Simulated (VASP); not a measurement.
# TaC (Fm-3m) in VASP: relaxation of the atoms with PBE

Aim: the relaxation of the atoms of TaC with PBE.

All numbers are computed with VASP 6.6.1; they aren't measurements. Logs are shortened: lines on timing, memory, paths and dates and some standing lists are left out, and cuts for length are marked.

## 1. The cell of the first run

The structure is cubic, space group Fm-3m (No. 225). Conventional cell: a = 4.520 Å, b = 4.520 Å, c = 4.520 Å, α = 90.00°, β = 90.00°, γ = 90.00°. Ta (site symmetry m-3m) has 6 C at 2.26 Å within 3.0 Å. C (site symmetry m-3m) has 6 Ta at 2.26 Å within 3.0 Å.

## 2. Relaxation of the atoms, PBE, collinear spin (11.54 Å³/atom)

The input, INCAR:

```
SYSTEM = TaC
PREC = Accurate ; ENCUT = 520
EDIFF = 1E-7 ; ISMEAR = -1
SIGMA = 0.05 ; LREAL = .False.
LASPH = .True. ; NELM = 200
ALGO = Normal ; ISIF = 2
LWAVE = .False. ; LCHARG = .False.
ISPIN = 2 ; MAGMOM = 1 0
LORBIT = 11 ; LMAXMIX = 4
GGA = PE ; IBRION = 2
NSW = 80 ; EDIFFG = -0.02
GGA_COMPAT = .False. ; NELMIN = 4
KPAR = 4
```

The input, KPOINTS:

```
Automatic mesh
0
Gamma
  18 18 18
  0 0 0
```

The input, POSCAR:

```
TaC
1.0
    0.0000000000      2.2598679830      2.2598679830
    2.2598679830      0.0000000000      2.2598679830
    2.2598679830      2.2598679830      0.0000000000
Ta C
1 1
Direct
    0.0000000000      0.0000000000      0.0000000000
    0.5000000000      0.5000000000      0.5000000000
```

Potentials or basis: VASP PAW PBE potentials, release 64 (Ta_pv, C).

Run with:

```sh
$ cat potpaw_PBE.64/Ta_pv/POTCAR potpaw_PBE.64/C/POTCAR > POTCAR
$ mpirun -np 4 vasp_std > vasp.out
```

OUTCAR:

```text
SYSTEM = TaC
   PREC = Accurate
   ENCUT = 520
   EDIFF = 1E-7
   ISMEAR = -1
   LREAL = .False.
   LASPH = .True.
   NELM = 200
   ISIF = 2
   ISPIN = 2
   LORBIT = 11
   GGA = PE
   IBRION = 2
   NSW = 80
   EDIFFG = -0.02
   NELMIN = 4

 ion  position               nearest neighbor table
   1  0.000  0.000  0.000-   2 2.26   2 2.26   2 2.26   2 2.26   2 2.26   2 2.26
   2  0.500  0.500  0.500-   1 2.26   1 2.26   1 2.26   1 2.26   1 2.26   1 2.26

  LATTYP: Found a face centered cubic cell.
 ALAT       =     4.5197359660

  Lattice vectors:

 A1 = (   0.0000000000,   2.2598679830,   2.2598679830)
 A2 = (   2.2598679830,   0.0000000000,   2.2598679830)
 A3 = (   2.2598679830,   2.2598679830,   0.0000000000)

Analysis of symmetry for initial positions (statically):
=====================================================================
 Subroutine PRICEL returns:
 Original cell was already a primitive cell.

 Routine SETGRP: Setting up the symmetry group for a
 face centered cubic supercell.

 Subroutine GETGRP returns: Found 48 space group operations
 (whereof 48 operations were pure point group operations)
 out of a pool of 48 trial point group operations.

The static configuration has the point symmetry O_h .

Analysis of symmetry for dynamics (positions and initial velocities):
=====================================================================
 Subroutine PRICEL returns:
 Original cell was already a primitive cell.

 Routine SETGRP: Setting up the symmetry group for a
 face centered cubic supercell.

 Subroutine GETGRP returns: Found 48 space group operations
 (whereof 48 operations were pure point group operations)
 out of a pool of 48 trial point group operations.

The dynamic configuration has the point symmetry O_h .

Analysis of structural, dynamic, and magnetic symmetry:
=====================================================================
 Subroutine PRICEL returns:
 Original cell was already a primitive cell.

 Routine SETGRP: Setting up the symmetry group for a
 face centered cubic supercell.

 Subroutine GETGRP returns: Found 48 space group operations
 (whereof 48 operations were pure point group operations)
 out of a pool of 48 trial point group operations.

The overall configuration has the point symmetry O_h .

 Subroutine INISYM returns: Found 48 space group operations
 (whereof 48 operations are pure point group operations),
 and found     1 'primitive' translations

----------------------------------------------------------------------------------------

                                     Primitive cell

  volume of cell :      23.0823

  direct lattice vectors                    reciprocal lattice vectors
     0.000000000  2.259867983  2.259867983    -0.221251862  0.221251862  0.221251862
     2.259867983  0.000000000  2.259867983     0.221251862 -0.221251862  0.221251862
     2.259867983  2.259867983  0.000000000     0.221251862  0.221251862 -0.221251862

  length of vectors
     3.195935951  3.195935951  3.195935951     0.383219467  0.383219467  0.383219467

  position of ions in fractional coordinates (direct lattice)
     0.000000000  0.000000000  0.000000000
     0.500000000  0.500000000  0.500000000

  ion indices of the primitive-cell ions
   primitive index   ion index
                 1           1
                 2           2

----------------------------------------------------------------------------------------

 KPOINTS: Automatic mesh

Automatic generation of k-mesh.
 Grid dimensions read from file:
 generate k-points for:   18   18   18

 Generating k-lattice:

  Cartesian coordinates                     Fractional coordinates (reciprocal lattice)
    -0.012291770  0.012291770  0.012291770     0.055555556  0.000000000  0.000000000
     0.012291770 -0.012291770  0.012291770     0.000000000  0.055555556  0.000000000
     0.012291770  0.012291770 -0.012291770     0.000000000  0.000000000  0.055555556

  Length of vectors
     0.021289970  0.021289970  0.021289970

  Shift w.r.t. Gamma in fractional coordinates (k-lattice)
[... 40 lines left out ...]
   NGX,Y,Z   is equivalent  to a cutoff of  12.48, 12.48, 12.48 a.u.
   NGXF,Y,Z  is equivalent  to a cutoff of  24.97, 24.97, 24.97 a.u.
 SYSTEM =  TaC
   PREC   = accura    normal or accurate (medium, high low for compatibility)
   ISTART =      0    job   : 0-new  1-cont  2-samecut
   ICHARG =      2    charge: 1-file 2-atom 10-const
   ISPIN  =      2    spin polarized calculation?
   LNONCOLLINEAR =      F non collinear calculations
   LSORBIT =      F    spin-orbit coupling
   LASPH  =      T    aspherical Exc in radial PAW
   ENCUT  =  520.0 eV  38.22 Ry    6.18 a.u.   5.94  5.94  5.94*2*pi/ulx,y,z
   NELM   =    200;   NELMIN=  4; NELMDL= -5     # of ELM steps
   EDIFF  = 0.1E-06   stopping-criterion for ELM
   LREAL  =      F    real-space projection
   EDIFFG = -.2E-01   stopping-criterion for IOM
   NSW    =     80    number of steps for IOM
   IBRION =      2    ionic relax: 0-MD 1-quasi-New 2-CG
   NFREE  =      1    steps in history (QN), initial steepest desc. (CG)
   ISIF   =      2    stress and relaxation
   ISYM   =      2    0-nonsym 1-usesym 2-fastsym
   POTIM  = 0.5000    time-step for ionic-motion
   TEBEG  =    0.0;   TEEND  =   0.0 temperature during run
   PSTRESS=    0.0 pullay stress
   NELECT =      15.0000    total number of electrons
   NUPDOWN=      -1.0000    fix difference up-down
   EMIN   =  10.00;   EMAX   =-10.00  energy-range for DOS
   EFERMI =   0.00;   METHOD = LEGACY
   ISMEAR =    -1;   SIGMA  =   0.05  broadening in eV -4-tet -1-fermi 0-gaus
   EFERMI_NEDOS =   21; number of points for ismear=-14 and -15
   IALGO  =     38    algorithm
   IMIX   =      4    mixing-type and parameters
     AMIX     =   0.40;   BMIX     =  1.00
     AMIX_MAG =   1.60;   BMIX_MAG =  1.00
  volume/ion in A,a.u.               =      11.54        77.88
  Fermi-wavevector in a.u.,A,eV,Ry     =   1.418009  2.679648 27.357891  2.010748
  Thomas-Fermi vector in A             =   2.539179
   LORBIT       =     11    0 simple, 1 ext, 2 COOP (PROOUT), +10 PAW based schemes
   GGA     = PE    functional components
   LHFCALC =     F    Hartree Fock is set to
   AEXX    =    0.0000 exact exchange contribution
   IVDW    =     0    specifies the selected vdW correction
   LEPSILON=     F    determine dielectric tensor
   LRPA    =     F    only Hartree local field effects (RPA)
 conjugate gradient relaxation of ions
 spin polarized calculation
  energy-cutoff  :      520.00
  volume of cell :       23.08
 maximum number of plane-waves:       636
   NGX = 11   NGY = 11   NGZ = 11

 number of electron      14.9999998 magnetization      -0.0010130

 number of electron      14.9999998 magnetization       0.0000007

 Free energy of the ion-electron system (eV)
  ---------------------------------------------------
  ext. energy  EPLUGINS =         0.00000000
  ---------------------------------------------------
  free energy    TOTEN  =       -22.18579002 eV

  energy without entropy =      -22.17819463  energy(sigma->0) =      -22.18199233

 E-fermi :   7.9527     XC(G=0): -12.9771

 val. band max:        7.9524687290   @ k =  -0.1667   0.2222   0.0556
 cond. band min:       7.9583830878   @ k =   0.4444   0.2222   0.1111
 fundamental gap:      0.0059143588
 Fermi energy:         7.9526990087

 spin component 1

 k-point     1 :       0.0000    0.0000    0.0000
  band No.  band energies     occupation
      1     -27.2362      1.00000
      2     -27.2362      1.00000
      3     -27.2362      1.00000
      4      -6.5511      1.00000
      5       6.7048      1.00000
      6       6.7048      1.00000
      7       6.7048      1.00000
      8       7.5114      0.99985
      9       7.5114      0.99985
     10       7.5114      0.99985
     11       8.5673      0.00000
     12       8.5673      0.00000
[... 333 lines left out ...]
      1     -27.5304      1.00000
      2     -27.2883      1.00000
      3     -27.2594      1.00000
      4      -5.0833      1.00000
      5       2.9618      1.00000
      6       3.9673      1.00000
      7       4.2464      1.00000
      8       7.9669      0.42936
      9       8.5513      0.00001
     10       9.1933      0.00000
     11      12.4903      0.00000
     12      13.9586      0.00000

 [... further k-points ...]

 spin component 2

 k-point     1 :       0.0000    0.0000    0.0000
  band No.  band energies     occupation
      1     -27.2362      1.00000
      2     -27.2362      1.00000
      3     -27.2362      1.00000
      4      -6.5511      1.00000
      5       6.7048      1.00000
      6       6.7048      1.00000
      7       6.7048      1.00000
      8       7.5114      0.99985
      9       7.5114      0.99985
     10       7.5114      0.99985
     11       8.5673      0.00000
     12       8.5673      0.00000
[... 333 lines left out ...]
      1     -27.5304      1.00000
      2     -27.2883      1.00000
      3     -27.2594      1.00000
      4      -5.0833      1.00000
      5       2.9618      1.00000
      6       3.9673      1.00000
      7       4.2464      1.00000
      8       7.9669      0.42940
      9       8.5513      0.00001
     10       9.1933      0.00000
     11      12.4903      0.00000
     12      13.9586      0.00000

 [... further k-points ...]

------------------------ aborting loop because EDIFF is reached ----------------------------------------

  FORCE on cell =-STRESS in cart. coord.  units (eV):
  Direction    XX          YY          ZZ          XY          YZ          ZX
  --------------------------------------------------------------------------------------
  -------------------------------------------------------------------------------------
  Total       -1.2015376     -1.2015376     -1.2015376     -0.0000000      0.0000000     -0.0000000
  in kB      -83.4005181    -83.4005181    -83.4005181     -0.0000000      0.0000000     -0.0000000
  external PRESSURE =     -83.4005181 kB  Pullay stress =       0.0000000 kB

 VOLUME and BASIS-vectors are now :
 -----------------------------------------------------------------------------
  energy-cutoff  :      520.00
  volume of cell :       23.08
      direct lattice vectors                 reciprocal lattice vectors
     0.000000000  2.259867983  2.259867983    -0.221251862  0.221251862  0.221251862
     2.259867983  0.000000000  2.259867983     0.221251862 -0.221251862  0.221251862
     2.259867983  2.259867983  0.000000000     0.221251862  0.221251862 -0.221251862

 POSITION                                       TOTAL-FORCE (eV/Angst)
 -----------------------------------------------------------------------------------
      0.00000      0.00000      0.00000        -0.000000     -0.000000     -0.000000
      2.25987      2.25987      2.25987         0.000000      0.000000      0.000000
 -----------------------------------------------------------------------------------
    total drift:                                0.000000     -0.000000     -0.000000

  FREE ENERGIE OF THE ION-ELECTRON SYSTEM (eV)
  ---------------------------------------------------
  free  energy   TOTEN  =       -22.1857900233 eV

  energy  without entropy=      -22.1781946270  energy(sigma->0) =      -22.18199233

 reached required accuracy - stopping structural energy minimisation

 total charge

# of ion       s       p       d       tot
------------------------------------------
    1        0.291   6.248   2.327   8.867
    2        0.859   1.554   0.000   2.413
--------------------------------------------------
tot          1.151   7.802   2.327  11.280

 magnetization (x)

# of ion       s       p       d       tot
------------------------------------------
    1       -0.000   0.000  -0.000  -0.000
    2        0.000   0.000   0.000   0.000
--------------------------------------------------
tot          0.000   0.000  -0.000  -0.000
```

Wall time 52 s (4 MPI ranks of Oxide Virtual Turin-like, shared host); peak memory 0.19 GiB.

What came out:

```
Free energy                                           : -22.1858 eV
Pressure after relaxing                               : -8.3 GPa
Net moment                                            : 0.00 μB per cell
Valence electrons inside the program's atomic spheres : Ta 8.87; C 2.41
```

Final structure:
```
Ta C
1.0
     0.00000    2.25987    2.25987
     2.25987    0.00000    2.25987
     2.25987    2.25987    0.00000
Ta C
1 1
Direct
  0.00000 0.00000 0.00000
  0.50000 0.50000 0.50000
```

Caveat: the relaxation stopped at its first step, so nothing moved; spin-orbit coupling is left out, which moves the levels of the heavy elements.
